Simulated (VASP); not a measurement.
# MnSiO (Immm) in VASP: single point with PBE

Aim: the single point of MnSiO with PBE.

All numbers are computed with VASP 6.6.1; they aren't measurements. Logs are shortened: lines on timing, memory, paths and dates and some standing lists are left out, and cuts for length are marked.

**1. The cell of the first run**

The structure is orthorhombic, space group Immm (No. 71). The conventional cell has a = 3.876 Å, b = 3.916 Å, c = 5.359 Å, α = 90.00°, β = 90.00°, γ = 90.00°. Mn (site symmetry mmm) has 2 O at 1.96 Å and 6 Si at 2.68 to 2.75 Å within 2.8 Å. Si (site symmetry mmm) has 2 O at 1.94 Å and 6 Mn at 2.68 to 2.75 Å within 2.8 Å. Within 2.6 Å of O (site symmetry mmm) lie 2 Si at 1.94 Å and 2 Mn at 1.96 Å.

The cell was generated, and may not be a known phase.

**2. Single point, PBE, collinear spin, ferromagnetic start**

The input, INCAR:

```
PREC     = Accurate       # precision mode
ENCUT    = 520            # plane-wave cutoff, eV
EDIFF    = 1E-6           # SCF threshold, eV
ISMEAR   = 0              # smearing method
SIGMA    = 0.2            # smearing width, eV
LREAL    = False          # projectors in reciprocal space
LASPH    = True           # aspherical terms in the spheres
NELM     = 150            # most SCF steps
ALGO     = Normal         # electronic algorithm
ISIF     = 2              # what is computed and relaxed
LWAVE    = False          # write WAVECAR
LCHARG   = False          # write CHGCAR
ISPIN    = 2              # spin polarisation
MAGMOM   = 4 0 0          # initial moments
LORBIT   = 11             # projections on sites
LMAXMIX  = 4              # l up to which the mixer works
GGA      = PE             # functional
NBANDS   = 22             # bands
```

The input, KPOINTS:

```
regular mesh
0
Gamma
  8 8 8
```

The input, POSCAR:

```
MnSiO
1.0
   -1.9378401316      1.9582088413      2.6795450578
    1.9378401316     -1.9582088413      2.6795450578
    1.9378401316      1.9582088413     -2.6795450578
Mn Si O
1 1 1
Direct
    0.5000000000      0.0000000000      0.5000000000
    0.0000000000      0.5000000000      0.5000000000
    0.0000000000      0.0000000000      0.0000000000
```

Potentials or basis: VASP PAW PBE potentials, release 64 (Mn_pv, Si, O).

The run is started by

```console
> cat potpaw_PBE.64/Mn_pv/POTCAR potpaw_PBE.64/Si/POTCAR potpaw_PBE.64/O/POTCAR > POTCAR
> mpirun -np 1 vasp_std > vasp.out
```

OUTCAR:

```text
PREC = Accurate
   ENCUT = 520
   EDIFF = 1E-6
   ISMEAR = 0
   LREAL = False
   LASPH = True
   NELM = 150
   ISIF = 2
   ISPIN = 2
   LORBIT = 11
   GGA = PE

 ion  position               nearest neighbor table
   1  0.500  0.000  0.500-   3 1.96   3 1.96   2 2.68   2 2.68   2 2.75   2 2.75   2 2.75   2 2.75

   2  0.000  0.500  0.500-   3 1.94   3 1.94   1 2.68   1 2.68   1 2.75   1 2.75   1 2.75   1 2.75

   3  0.000  0.000  0.000-   2 1.94   2 1.94   1 1.96   1 1.96

  LATTYP: Found a body centered orthorhombic cell.
 ALAT       =     3.8756802632
 B/A-ratio  =     1.0105110372
 C/A-ratio  =     1.3827482536

  Lattice vectors:

 A1 = (  -1.9378401316,   1.9582088413,   2.6795450578)
 A2 = (   1.9378401316,  -1.9582088413,   2.6795450578)
 A3 = (   1.9378401316,   1.9582088413,  -2.6795450578)

Analysis of symmetry for initial positions (statically):
=====================================================================
 Subroutine PRICEL returns:
 Original cell was already a primitive cell.

 Routine SETGRP: Setting up the symmetry group for a
 body centered orthorhombic supercell.

 Subroutine GETGRP returns: Found  8 space group operations
 (whereof  8 operations were pure point group operations)
 out of a pool of  8 trial point group operations.

The static configuration has the point symmetry D_2h.

Analysis of symmetry for dynamics (positions and initial velocities):
=====================================================================
 Subroutine PRICEL returns:
 Original cell was already a primitive cell.

 Routine SETGRP: Setting up the symmetry group for a
 body centered orthorhombic supercell.

 Subroutine GETGRP returns: Found  8 space group operations
 (whereof  8 operations were pure point group operations)
 out of a pool of  8 trial point group operations.

The dynamic configuration has the point symmetry D_2h.

Analysis of structural, dynamic, and magnetic symmetry:
=====================================================================
 Subroutine PRICEL returns:
 Original cell was already a primitive cell.

 Routine SETGRP: Setting up the symmetry group for a
 body centered orthorhombic supercell.

 Subroutine GETGRP returns: Found  8 space group operations
 (whereof  8 operations were pure point group operations)
 out of a pool of  8 trial point group operations.

The overall configuration has the point symmetry D_2h.

 Subroutine INISYM returns: Found  8 space group operations
 (whereof  8 operations are pure point group operations),
 and found     1 'primitive' translations

----------------------------------------------------------------------------------------

                                     Primitive cell

  volume of cell :      40.6722

  direct lattice vectors                    reciprocal lattice vectors
    -1.937840132  1.958208841  2.679545058     0.000000000  0.255335381  0.186598840
     1.937840132 -1.958208841  2.679545058     0.258019220  0.000000000  0.186598840
     1.937840132  1.958208841 -2.679545058     0.258019220  0.255335381  0.000000000

  length of vectors
     3.843145581  3.843145581  3.843145581     0.316251931  0.318422746  0.363001480

  position of ions in fractional coordinates (direct lattice)
     0.500000000  0.000000000  0.500000000
     0.000000000  0.500000000  0.500000000
     0.000000000  0.000000000  0.000000000

  ion indices of the primitive-cell ions
   primitive index   ion index
                 1           1
                 2           2
                 3           3

----------------------------------------------------------------------------------------

 KPOINTS: regular mesh

Automatic generation of k-mesh.
 Grid dimensions read from file:
 generate k-points for:    8    8    8

 Generating k-lattice:

  Cartesian coordinates                     Fractional coordinates (reciprocal lattice)
     0.000000000  0.031916923  0.023324855     0.125000000  0.000000000  0.000000000
     0.032252403  0.000000000  0.023324855     0.000000000  0.125000000  0.000000000
     0.032252403  0.031916923  0.000000000     0.000000000  0.000000000  0.125000000

  Length of vectors
     0.039531491  0.039802843  0.045375185

  Shift w.r.t. Gamma in fractional coordinates (k-lattice)
     0.000000000  0.000000000  0.000000000

 Subroutine IBZKPT returns following result:
 ===========================================

 Found     95 irreducible k-points:

 Following reciprocal coordinates:
            Coordinates               Weight
  0.000000  0.000000  0.000000      1.000000
  0.125000  0.000000  0.000000      4.000000
  0.250000  0.000000  0.000000      4.000000
  0.375000 -0.000000  0.000000      4.000000
  0.500000  0.000000  0.000000      2.000000
 -0.000000  0.125000  0.000000      4.000000
[... 16 lines left out ...]
  0.125000  0.375000  0.000000      8.000000
  0.250000  0.375000  0.000000      8.000000
 [... further k-points ...]
   k-points           NKPTS =     95   k-points in BZ     NKDIM =     95   number of bands    NBANDS=     22
   number of dos      NEDOS =    301   number of ions     NIONS =      3
   total plane-waves  NPLWV =  27000
   dimension x,y,z NGX =    30 NGY =   30 NGZ =   30
   dimension x,y,z NGXF=    60 NGYF=   60 NGZF=   60
   ions per type =               1   1   1
   NGX,Y,Z   is equivalent  to a cutoff of  12.98, 12.98, 12.98 a.u.
   NGXF,Y,Z  is equivalent  to a cutoff of  25.95, 25.95, 25.95 a.u.
 SYSTEM =  unknown system
   PREC   = accura    normal or accurate (medium, high low for compatibility)
   ISTART =      0    job   : 0-new  1-cont  2-samecut
   ICHARG =      2    charge: 1-file 2-atom 10-const
   ISPIN  =      2    spin polarized calculation?
   LNONCOLLINEAR =      F non collinear calculations
   LSORBIT =      F    spin-orbit coupling
   LASPH  =      T    aspherical Exc in radial PAW
   ENCUT  =  520.0 eV  38.22 Ry    6.18 a.u.   7.15  7.15  7.15*2*pi/ulx,y,z
   NELM   =    150;   NELMIN=  2; NELMDL= -5     # of ELM steps
   EDIFF  = 0.1E-05   stopping-criterion for ELM
   LREAL  =      F    real-space projection
   EDIFFG = 0.1E-04   stopping-criterion for IOM
   NSW    =      0    number of steps for IOM
   IBRION =     -1    ionic relax: 0-MD 1-quasi-New 2-CG
   NFREE  =      0    steps in history (QN), initial steepest desc. (CG)
   ISIF   =      2    stress and relaxation
   ISYM   =      2    0-nonsym 1-usesym 2-fastsym
   POTIM  = 0.5000    time-step for ionic-motion
   TEBEG  =    0.0;   TEEND  =   0.0 temperature during run
   PSTRESS=    0.0 pullay stress
   NELECT =      23.0000    total number of electrons
   NUPDOWN=      -1.0000    fix difference up-down
   EMIN   =  10.00;   EMAX   =-10.00  energy-range for DOS
   EFERMI =   0.00;   METHOD = LEGACY
   ISMEAR =     0;   SIGMA  =   0.20  broadening in eV -4-tet -1-fermi 0-gaus
   EFERMI_NEDOS =   21; number of points for ismear=-14 and -15
   IALGO  =     38    algorithm
   IMIX   =      4    mixing-type and parameters
     AMIX     =   0.40;   BMIX     =  1.00
     AMIX_MAG =   1.60;   BMIX_MAG =  1.00
  volume/ion in A,a.u.               =      13.56        91.49
  Fermi-wavevector in a.u.,A,eV,Ry     =   1.353790  2.558293 24.936058  1.832749
  Thomas-Fermi vector in A             =   2.481016
   LORBIT       =     11    0 simple, 1 ext, 2 COOP (PROOUT), +10 PAW based schemes
   GGA     = PE    functional components
   LHFCALC =     F    Hartree Fock is set to
   AEXX    =    0.0000 exact exchange contribution
   IVDW    =     0    specifies the selected vdW correction
   LEPSILON=     F    determine dielectric tensor
   LRPA    =     F    only Hartree local field effects (RPA)
 spin polarized calculation
 Gauss-broadening in eV      SIGMA  =   0.20
  energy-cutoff  :      520.00
  volume of cell :       40.67
 maximum number of plane-waves:      1109
 NGX is ok and might be reduce to    30
   NGX = 15   NGY = 15   NGZ = 15

 number of electron      23.0000004 magnetization       3.2695336

 Free energy of the ion-electron system (eV)
  ---------------------------------------------------
  ext. energy  EPLUGINS =         0.00000000
  ---------------------------------------------------
  free energy    TOTEN  =       -20.54132003 eV

  energy without entropy =      -20.52904000  energy(sigma->0) =      -20.53518001

 E-fermi :   6.7936     XC(G=0): -10.9902

 val. band max:        6.7899313749   @ k =  -0.2500  -0.1250   0.1250
 cond. band min:       6.7995906676   @ k =  -0.1250   0.1250   0.0000
 fundamental gap:      0.0096592927
 Fermi energy:         6.7936317892

 spin component 1

 k-point     1 :       0.0000    0.0000    0.0000
  band No.  band energies     occupation
      1     -43.3394      1.00000
      2     -43.2897      1.00000
      3     -43.2740      1.00000
      4     -13.8370      1.00000
      5      -0.5712      1.00000
      6      -0.4820      1.00000
[... 14 lines left out ...]
     21      17.6085      0.00000
     22      17.9388      0.00000

 k-point     2 :       0.1250    0.0000    0.0000
  band No.  band energies     occupation
      1     -43.3404      1.00000
      2     -43.2897      1.00000
      3     -43.2742      1.00000
      4     -13.7738      1.00000
      5      -0.6880      1.00000
      6      -0.4344      1.00000
[... 14 lines left out ...]
     21      17.2928      0.00000
     22      19.6960      0.00000
[... 523 lines left out ...]
     21      19.2913      0.00000
     22      21.2395      0.00000

 k-point    24 :       0.2500    0.3750    0.0000
  band No.  band energies     occupation
      1     -43.3431      1.00000
      2     -43.2923      1.00000
      3     -43.2759      1.00000
      4     -13.4021      1.00000
      5      -3.0218      1.00000
      6      -0.1393      1.00000
[... 14 lines left out ...]
     21      19.8873      0.00000
     22      20.7833      0.00000

 [... further k-points ...]

 spin component 2

 k-point     1 :       0.0000    0.0000    0.0000
  band No.  band energies     occupation
      1     -39.7794      1.00000
      2     -39.6070      1.00000
      3     -39.5607      1.00000
      4     -13.7695      1.00000
      5      -0.4915      1.00000
      6      -0.4454      1.00000
[... 14 lines left out ...]
     21      17.9300      0.00000
     22      18.4126      0.00000

 k-point     2 :       0.1250    0.0000    0.0000
  band No.  band energies     occupation
      1     -39.7809      1.00000
      2     -39.6073      1.00000
      3     -39.5608      1.00000
      4     -13.7070      1.00000
      5      -0.5727      1.00000
      6      -0.4206      1.00000
[... 14 lines left out ...]
     21      17.4949      0.00000
     22      20.0447      0.00000
[... 523 lines left out ...]
     21      19.4894      0.00000
     22      21.4677      0.00000

 k-point    24 :       0.2500    0.3750    0.0000
  band No.  band energies     occupation
      1     -39.7848      1.00000
      2     -39.6097      1.00000
      3     -39.5641      1.00000
      4     -13.3315      1.00000
      5      -3.0281      1.00000
      6       0.1118      1.00000
[... 14 lines left out ...]
     21      20.1958      0.00000
     22      21.1850      0.00000

 [... further k-points ...]

------------------------ aborting loop because EDIFF is reached ----------------------------------------

  FORCE on cell =-STRESS in cart. coord.  units (eV):
  Direction    XX          YY          ZZ          XY          YZ          ZX
  --------------------------------------------------------------------------------------
  -------------------------------------------------------------------------------------
  Total        0.0486973      0.1659977     -0.0311640      0.0000000      0.0000000      0.0000000
  in kB        1.9183032      6.5390492     -1.2276233      0.0000000      0.0000000      0.0000000
  external PRESSURE =       2.4099097 kB  Pullay stress =       0.0000000 kB

 VOLUME and BASIS-vectors are now :
 -----------------------------------------------------------------------------
  energy-cutoff  :      520.00
  volume of cell :       40.67
      direct lattice vectors                 reciprocal lattice vectors
    -1.937840132  1.958208841  2.679545058     0.000000000  0.255335381  0.186598840
     1.937840132 -1.958208841  2.679545058     0.258019220  0.000000000  0.186598840
     1.937840132  1.958208841 -2.679545058     0.258019220  0.255335381  0.000000000

 POSITION                                       TOTAL-FORCE (eV/Angst)
 -----------------------------------------------------------------------------------
      0.00000      1.95821      0.00000         0.000000     -0.000000      0.000000
      1.93784      0.00000      0.00000        -0.000000      0.000000     -0.000000
      0.00000      0.00000      0.00000        -0.000000      0.000000     -0.000000
 -----------------------------------------------------------------------------------
    total drift:                               -0.000000     -0.000000      0.000000

  FREE ENERGIE OF THE ION-ELECTRON SYSTEM (eV)
  ---------------------------------------------------
  free  energy   TOTEN  =       -20.5413200299 eV

  energy  without entropy=      -20.5290399979  energy(sigma->0) =      -20.53518001

 total charge

# of ion       s       p       d       tot
------------------------------------------
    1        0.273   6.221   5.024  11.519
    2        0.835   0.696   0.000   1.532
    3        1.585   3.467   0.000   5.052
--------------------------------------------------
tot          2.694  10.385   5.024  18.102

 magnetization (x)

# of ion       s       p       d       tot
------------------------------------------
    1        0.030   0.014   3.369   3.413
    2        0.006  -0.134   0.000  -0.128
    3        0.007   0.012   0.000   0.019
--------------------------------------------------
tot          0.043  -0.108   3.369   3.304
```

Wall time 2.7 min (1 thread of Intel Xeon Platinum 8488C (Sapphire Rapids), shared host); peak memory 0.28 GiB.

What came out:

* Free energy: -20.5413 eV
* Pressure: 0.2 GPa
* Net moment: 3.27 μB per cell
* Site moments: Mn +3.41; Si -0.13; O +0.02 μB
* Valence electrons inside the program's atomic spheres: Mn 11.52; Si 1.53; O 5.05

Caveat: a cell with one magnetic atom can't hold antiferromagnetic order, which such compounds often take. With open d or f shells a metallic result of PBE can be an artefact of self-interaction; +U or a hybrid may open a gap.
